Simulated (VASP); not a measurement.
PbS, 2 atoms in the cell. Symmetry: Immm, No. 71, orthorhombic system. Conventional cell: a = 3.879 Å, b = 4.508 Å, c = 5.930 Å, α = 90.00°, β = 90.00°, γ = 90.00°. Pb (site symmetry mmm) has 6 S at 2.96 to 2.97 Å and 2 Pb at 3.88 Å within 3.9 Å. S (site symmetry mmm) has 6 Pb at 2.96 to 2.97 Å and 2 S at 3.88 Å within 3.9 Å.  This cell differs from its parent crystal: strain -0.1500 x Voigt [0, 0, 0, 1, 0, 0].

- Program: VASP 6.6.1
- Task: single point
- Functional: r2SCAN
- Potentials or basis: VASP PAW PBE potentials, release 64 (Pb_d, S)
- Cutoff: 520 eV
- k mesh: 8 × 8 × 8
- Occupations: gaussian, width 0.05 eV
- Spin: no spin polarisation
- Dipole correction: no
- Further INCAR settings: ALGO = Normal; EDIFF = 1e-06; NBANDS = 17

Potentials or basis: VASP PAW PBE potentials, release 64 (Pb_d, S).

Command:

```bash
$ cat potpaw_PBE.64/Pb_d/POTCAR potpaw_PBE.64/S/POTCAR > POTCAR
$ cp INCAR.step1 INCAR
$ mpirun -np 1 vasp_std > vasp.out
$ cp INCAR.step2 INCAR
$ mpirun -np 1 vasp_std > vasp.out
```

Hardware: 1 thread of AMD EPYC 7R13 Processor (Zen 3), with other jobs on the host.

**Question.** How long does it take, and how much memory?

**Answer.** Run time: 4.9 min on 1 thread of AMD EPYC 7R13 Processor (Zen 3) (shared host), peak memory 0.21 GiB. Counts: k points 95.
